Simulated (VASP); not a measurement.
Ir, 2 atoms in the cell. Symmetry: P6_3/mmc, No. 194, hexagonal system. Conventional cell: a = 2.812 Å, b = 2.812 Å, c = 4.230 Å, α = 90.00°, β = 90.00°, γ = 120.00°. Within 3.5 Å of Ir (site symmetry -6m2) lie 12 Ir at 2.67 to 2.81 Å. This isn't the form of Ir at room conditions, which is fcc.

* Program: VASP 6.6.1
* Task: single point
* Functional: PBE
* Potentials or basis: VASP PAW PBE potentials, release 64 (Ir)
* Cutoff: 520 eV
* k mesh: 18 × 18 × 10
* Occupations: gaussian, width 0.15 eV
* Spin: no spin polarisation
* Dipole correction: no
* Further INCAR settings: ALGO = Normal; EDIFF = 1e-07; NBANDS = 16

Potentials or basis: VASP PAW PBE potentials, release 64 (Ir).

The run is started by

```sh
$ cat potpaw_PBE.64/Ir/POTCAR > POTCAR
$ mpirun -np 1 vasp_std > vasp.out
```

Hardware: 1 thread of Intel Xeon 8259CL (shared host).

**Question.** Estimate the wall time of this run.

**Answer.** Run time: 120 s on 1 thread of Intel Xeon 8259CL, with other jobs on the host, peak memory 0.22 GiB. Counts: scf iterations 12, k points 222.
